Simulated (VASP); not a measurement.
A run of VASP 6.6.1 is set up as follows.

Contents of INCAR:

```
SYSTEM = CdS
PREC = Accurate
ENCUT = 520
EDIFF = 1E-8
ISMEAR = -1
SIGMA = 0.02
LREAL = .FALSE.
LASPH = .TRUE.
NELM = 100
ALGO = Normal
ISIF = 2
LWAVE = .FALSE.
LCHARG = .FALSE.
GGA = PE
LEFG = .TRUE.
NBANDS = 16
```

The input KPOINTS:

```
regular mesh
0
G
  7 7 7
  0 0 0
```

The input POSCAR:

```
CdS
1.0
    0.0000000000      2.9527307908      2.9527307908
    2.9527307908      0.0000000000      2.9527307908
    2.9527307908      2.9527307908      0.0000000000
Cd S
1 1
Direct
    0.0000000000      0.0000000000      0.0000000000
    0.7500000000      0.7500000000      0.7500000000
```

Potentials or basis: VASP PAW PBE potentials, release 64 (Cd, S).

Command:

```bash
$ cat potpaw_PBE.64/Cd/POTCAR potpaw_PBE.64/S/POTCAR > POTCAR
$ mpirun -np 1 vasp_std > vasp.out
```

What does it give for the band gap on the k mesh?

1.07 eV, direct.

Predict the pressure.

0.9 GPa.

Caveat: without QUAD_EFG the Cq values of the log hold for a quadrupole moment of 1 mb, not for the nuclei.
